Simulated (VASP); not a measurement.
# TaN (P-3m1) in VASP: further runs

Runs on TaN. Level: PBE. Tasks: relaxation of cell and atoms, single point.

Program: VASP 6.6.1. These are calculated values, not measurements. Logs are shortened: lines on timing, memory, paths and dates and some standing lists are left out, and cuts for length are marked.

## (1) The cell of the first run

Symmetry: P-3m1, No. 164, trigonal system. Conventional cell: a = 3.088 Å, b = 3.088 Å, c = 6.153 Å, α = 90.00°, β = 90.00°, γ = 120.00°. Ta (site symmetry 3m) has 3 N at 2.15 Å within 2.8 Å. N (site symmetry 3m) has 1 N at 1.42 Å within 1.9 Å.

The cell was built from a structure type or drawn by symmetry, and may not be a known phase.

## (2) Relaxation of cell and atoms, PBE

INCAR

```
PREC     = Accurate       # precision mode
ENCUT    = 600            # plane-wave cutoff, eV
EDIFF    = 1E-6           # SCF threshold, eV
ISMEAR   = 0              # smearing method
SIGMA    = 0.1            # smearing width, eV
LREAL    = False          # projectors in reciprocal space
LASPH    = True           # aspherical terms in the spheres
NELM     = 80             # most SCF steps
ALGO     = Normal         # electronic algorithm
ISIF     = 3              # what is computed and relaxed
LWAVE    = False          # write WAVECAR
LCHARG   = False          # write CHGCAR
GGA      = PE             # functional
IBRION   = 2              # ionic algorithm
NSW      = 100            # ionic steps
EDIFFG   = -0.01          # ionic threshold
```

KPOINTS

```
regular mesh
0
Gamma
  18 18 8
```

POSCAR

```
TaN
1.0
    3.0877321833      0.0000000000      0.0000000000
   -1.5438660916      2.6740545108      0.0000000000
    0.0000000000      0.0000000000      6.1530845340
Ta N
2 2
Direct
    0.3333333333      0.6666666667      0.1898232600
    0.6666666667      0.3333333333      0.8101767400
    0.0000000000      0.0000000000      0.6157467823
    0.0000000000      0.0000000000      0.3842532177
```

Potentials or basis: VASP PAW PBE potentials, release 64 (Ta_pv, N).

Started as:

```
$ cat potpaw_PBE.64/Ta_pv/POTCAR potpaw_PBE.64/N/POTCAR > POTCAR
$ mpirun -np 1 vasp_std > vasp.out
```

OUTCAR:

```text
PREC = Accurate
   ENCUT = 600
   EDIFF = 1E-6
   ISMEAR = 0
   LREAL = False
   LASPH = True
   NELM = 80
   ISIF = 3
   GGA = PE
   IBRION = 2
   NSW = 100
   EDIFFG = -0.01

 ion  position               nearest neighbor table
   1  0.333  0.667  0.190-   4 2.15   4 2.15   4 2.15   2 2.94   2 2.94   2 2.94
   2  0.667  0.333  0.810-   3 2.15   3 2.15   3 2.15   1 2.94   1 2.94   1 2.94
   3  0.000  0.000  0.616-   4 1.42   2 2.15   2 2.15   2 2.15
   4  0.000  0.000  0.384-   3 1.42   1 2.15   1 2.15   1 2.15

  LATTYP: Found a hexagonal cell.
 ALAT       =     3.0877321833
 C/A-ratio  =     1.9927520163

  Lattice vectors:

 A1 = (   3.0877321833,   0.0000000000,   0.0000000000)
 A2 = (  -1.5438660916,   2.6740545108,   0.0000000000)
 A3 = (   0.0000000000,   0.0000000000,   6.1530845340)

Analysis of symmetry for initial positions (statically):
=====================================================================
 Subroutine PRICEL returns:
 Original cell was already a primitive cell.

 Routine SETGRP: Setting up the symmetry group for a
 hexagonal supercell.

 Subroutine GETGRP returns: Found 12 space group operations
 (whereof 12 operations were pure point group operations)
 out of a pool of 24 trial point group operations.

The static configuration has the point symmetry D_3d.

Analysis of symmetry for dynamics (positions and initial velocities):
=====================================================================
 Subroutine PRICEL returns:
 Original cell was already a primitive cell.

 Routine SETGRP: Setting up the symmetry group for a
 hexagonal supercell.

 Subroutine GETGRP returns: Found 12 space group operations
 (whereof 12 operations were pure point group operations)
 out of a pool of 24 trial point group operations.

The dynamic configuration has the point symmetry D_3d.

 Subroutine INISYM returns: Found 12 space group operations
 (whereof 12 operations are pure point group operations),
 and found     1 'primitive' translations

----------------------------------------------------------------------------------------

                                     Primitive cell

  volume of cell :      50.8046

  direct lattice vectors                    reciprocal lattice vectors
[... 97 lines left out ...]
   ISIF   =      3    stress and relaxation
   ISYM   =      2    0-nonsym 1-usesym 2-fastsym
   POTIM  = 0.5000    time-step for ionic-motion
   TEBEG  =    0.0;   TEEND  =   0.0 temperature during run
   PSTRESS=    0.0 pullay stress
   NELECT =      32.0000    total number of electrons
   NUPDOWN=      -1.0000    fix difference up-down
   EMIN   =  10.00;   EMAX   =-10.00  energy-range for DOS
   EFERMI =   0.00;   METHOD = LEGACY
   ISMEAR =     0;   SIGMA  =   0.10  broadening in eV -4-tet -1-fermi 0-gaus
   EFERMI_NEDOS =   21; number of points for ismear=-14 and -15
   IALGO  =     38    algorithm
   IMIX   =      4    mixing-type and parameters
     AMIX     =   0.40;   BMIX     =  1.00
     AMIX_MAG =   1.60;   BMIX_MAG =  1.00
  volume/ion in A,a.u.               =      12.70        85.71
  Fermi-wavevector in a.u.,A,eV,Ry     =   1.403322  2.651893 26.794113  1.969312
  Thomas-Fermi vector in A             =   2.525995
   LORBIT       =      0    0 simple, 1 ext, 2 COOP (PROOUT), +10 PAW based schemes
   GGA     = PE    functional components
   LHFCALC =     F    Hartree Fock is set to
   AEXX    =    0.0000 exact exchange contribution
   IVDW    =     0    specifies the selected vdW correction
   LEPSILON=     F    determine dielectric tensor
   LRPA    =     F    only Hartree local field effects (RPA)
 conjugate gradient relaxation of ions
 non-spin polarized calculation
 Gauss-broadening in eV      SIGMA  =   0.10
  energy-cutoff  :      600.00
  volume of cell :       50.80
 maximum number of plane-waves:      1729
 NGX is ok and might be reduce to    28
   NGX = 13   NGY = 13   NGZ = 25

--------------------------------------- Ionic step        1  -------------------------------------------

 number of electron      32.0000001 magnetization

 Free energy of the ion-electron system (eV)
  ---------------------------------------------------
  ext. energy  EPLUGINS =         0.00000000
  ---------------------------------------------------
  free energy    TOTEN  =       -41.85282847 eV

  energy without entropy =      -41.84538165  energy(sigma->0) =      -41.84910506

------------------------ aborting loop because EDIFF is reached ----------------------------------------

  FORCE on cell =-STRESS in cart. coord.  units (eV):
  Direction    XX          YY          ZZ          XY          YZ          ZX
  --------------------------------------------------------------------------------------
  -------------------------------------------------------------------------------------
  Total       -0.0612883     -0.0612883      0.3152514     -0.0000000      0.0000000      0.0000000
  in kB       -1.9327944     -1.9327944      9.9417970     -0.0000000      0.0000000      0.0000000
  external PRESSURE =       2.0254027 kB  Pullay stress =       0.0000000 kB
[... 215 lines left out ...]
--------------------------------------- Ionic step        7  -------------------------------------------

 number of electron      32.0000000 magnetization

 Free energy of the ion-electron system (eV)
  ---------------------------------------------------
  ext. energy  EPLUGINS =         0.00000000
  ---------------------------------------------------
  free energy    TOTEN  =       -41.85390189 eV

  energy without entropy =      -41.84621474  energy(sigma->0) =      -41.85005831

 E-fermi :   6.2938     XC(G=0): -12.3109

 val. band max:        6.2920748357   @ k =   0.3333   0.0556   0.0000
 cond. band min:       6.2941033895   @ k =  -0.0556   0.3333   0.1250
 fundamental gap:      0.0020285538
 Fermi energy:         6.2937749583

 k-point     1 :       0.0000    0.0000    0.0000
  band No.  band energies     occupation
      1     -28.7075      2.00000
      2     -28.2302      2.00000
      3     -28.2302      2.00000
      4     -28.1708      2.00000
      5     -28.1457      2.00000
      6     -28.1457      2.00000
[... 541 lines left out ...]
     19       9.6101      0.00000
     20      10.5464      0.00000

 [... further k-points ...]

------------------------ aborting loop because EDIFF is reached ----------------------------------------

  FORCE on cell =-STRESS in cart. coord.  units (eV):
  Direction    XX          YY          ZZ          XY          YZ          ZX
  --------------------------------------------------------------------------------------
  -------------------------------------------------------------------------------------
  Total       -0.0186059     -0.0186059      0.0087237     -0.0000000      0.0000000      0.0000000
  in kB       -0.5861640     -0.5861640      0.2748317     -0.0000000      0.0000000      0.0000000
  external PRESSURE =      -0.2991654 kB  Pullay stress =       0.0000000 kB
[... 19 lines left out ...]
  FREE ENERGIE OF THE ION-ELECTRON SYSTEM (eV)
  ---------------------------------------------------
  free  energy   TOTEN  =       -41.8539018938 eV

  energy  without entropy=      -41.8462147351  energy(sigma->0) =      -41.85005831

 reached required accuracy - stopping structural energy minimisation
```

OSZICAR:

```text
N       E                     dE             d eps       ncg     rms          rms(c)
DAV:   1     0.292353868830E+03    0.29235E+03   -0.19706E+04 10648   0.184E+03
DAV:   2    -0.283630902476E+02   -0.32072E+03   -0.31036E+03 12368   0.479E+02
DAV:   3    -0.455659430260E+02   -0.17203E+02   -0.16713E+02 13588   0.102E+02
[... 50 lines left out ...]
       N       E                     dE             d eps       ncg     rms          rms(c)
DAV:   1    -0.418539121896E+02   -0.19651E-04   -0.25795E-03 10672   0.437E-01    0.413E-02
DAV:   2    -0.418539053172E+02    0.68724E-05   -0.73629E-05 12736   0.713E-02    0.200E-02
DAV:   3    -0.418539020035E+02    0.33137E-05   -0.12918E-05 13056   0.304E-02    0.379E-03
DAV:   4    -0.418539018938E+02    0.10970E-06   -0.13095E-06  6944   0.971E-03
   7 F= -.41853902E+02 E0= -.41850058E+02  d E =-.190153E-04
```

CONTCAR:

```text
TaN
   1.00000000000000
     3.0850040149806937   -0.0000000000000510    0.0000000000000000
    -1.5425020074404352    2.6716918477297602   -0.0000000000000000
     0.0000000000000000   -0.0000000000000000    6.1702220143943824
  Ta              N
     2     2
Direct
     0.3333333332999970    0.6666666667000030    0.1906219825651975
     0.6666666667000030    0.3333333332999970    0.8093780174348024
     0.0000000000000000    0.0000000000000000    0.6158405221260043
     0.0000000000000000    1.0000000000000000    0.3841594778739957

  0.00000000E+00  0.00000000E+00  0.00000000E+00
  0.00000000E+00  0.00000000E+00  0.00000000E+00
  0.00000000E+00  0.00000000E+00  0.00000000E+00
  0.00000000E+00  0.00000000E+00  0.00000000E+00
```

Run time: 21 min. Hardware: 1 thread of Intel Xeon 8259CL, shared host; peak memory 0.43 GiB.

Results:

```yaml
Free_energy: -41.8539 eV
Relaxed_volume: 12.71 Å³/atom
Relaxed_cell: a = 3.085 Å, b = 3.085 Å, c = 6.170 Å, α = 90.00°, β = 90.00°, γ = 120.00°
Space_group_after_relaxing_to_0.1_Å: P-3m1 (No. 164)
Energy_gained_by_relaxing: 0.3 meV/atom
Ionic_steps: 7
Pressure_after_relaxing: 0.0 GPa
Largest_force_after_relaxing: 0.007 eV/Å
Band_gap_on_the_k_mesh: zero (bands 16 and 17 overlap by 1.17 eV)
```

Forces in eV/Å, atoms in the order of the input:
```
Ta   0.000  0.000 -0.007
Ta   0.000  0.000  0.007
N    0.000  0.000 -0.001
N    0.000  0.000  0.001
```

Stress tensor (GPa, compression positive):
```
-0.06  0.00  0.00
 0.00 -0.06  0.00
 0.00  0.00  0.03
```

Step by step:
| step | energy change (eV) | largest force (eV/Å) | pressure (GPa) | volume (Å³) |
| --- | --- | --- | --- | --- |
| 1 | 0.0000 | 0.1109 | 0.20 | 50.80 |
| 2 | -0.0007 | 0.0968 | -0.33 | 50.92 |
| 3 | -0.0009 | 0.0432 | -0.16 | 50.88 |
| 4 | -0.0010 | 0.0375 | 0.25 | 50.81 |
| 5 | -0.0011 | 0.0190 | 0.09 | 50.84 |
| 6 | -0.0011 | 0.0131 | -0.11 | 50.87 |
| 7 | -0.0011 | 0.0067 | -0.03 | 50.86 |

Final structure:
```xyz
4
Lattice="3.0850 0.0000 0.0000 -1.5425 2.6717 0.0000 0.0000 0.0000 6.1702" Properties=species:S:1:pos:R:3 pbc="T T T"
Ta    0.0000    1.7811    1.1762
Ta    1.5425    0.8906    4.9940
N     0.0000    0.0000    3.7999
N    -1.5425    2.6717    2.3703
```

Caveat: spin-orbit coupling is left out, which moves the levels of the heavy elements.

(Continued in part 2 of 2.)
